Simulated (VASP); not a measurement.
Wanted: the native input for a VASP 6.6.1 run.

```
Task                   : electric field gradients
Functional             : LDA
Potentials or basis    : VASP PAW LDA potentials, release 64 (Sr_sv, Cd)
Cutoff                 : 520 eV
k mesh                 : 10 × 10 × 10
Occupations            : fermi-dirac, width 0.08 eV
Spin                   : no spin polarisation
Dipole correction      : no
Further INCAR settings : ALGO = Normal; EDIFF = 1e-08; NBANDS = 18
```

The structure of SrCd lies in POSCAR:

```
SrCd
1.0
    4.0162991010      0.0000000000      0.0000000000
    0.0000000000      4.0162991010      0.0000000000
    0.0000000000      0.0000000000      4.0162991010
Sr Cd
1 1
Direct
    0.5000000000      0.5000000000      0.5000000000
    0.0000000000      0.0000000000      0.0000000000
```

One way to write it, as run:

INCAR

```
SYSTEM = SrCd
PREC = Accurate ; ENCUT = 520
EDIFF = 1E-8 ; ISMEAR = -1
SIGMA = 0.08 ; LREAL = .FALSE.
LASPH = .TRUE. ; NELM = 80
ALGO = Normal ; ISIF = 2
LWAVE = .FALSE. ; LCHARG = .FALSE.
LEFG = .TRUE. ; NBANDS = 18
```

KPOINTS

```
Automatic mesh
0
G
  10 10 10
  0 0 0
```

Potentials or basis: VASP PAW LDA potentials, release 64 (Sr_sv, Cd).

Command:

```console
$ cat potpaw_LDA.64/Sr_sv/POTCAR potpaw_LDA.64/Cd/POTCAR > POTCAR
$ mpirun -np 1 vasp_std > vasp.out
```

Results of the run:

```
Pressure                                : -2.2 GPa
Band gap on the k mesh                  : zero (bands 11 and 12 overlap by 2.10 eV)
Largest electric field gradient by atom : under 0.05 V/Å² on every atom
```

Wall time 36 s on 1 thread of Oxide Virtual Turin-like Processor, on a shared host, peak memory 0.16 GiB.
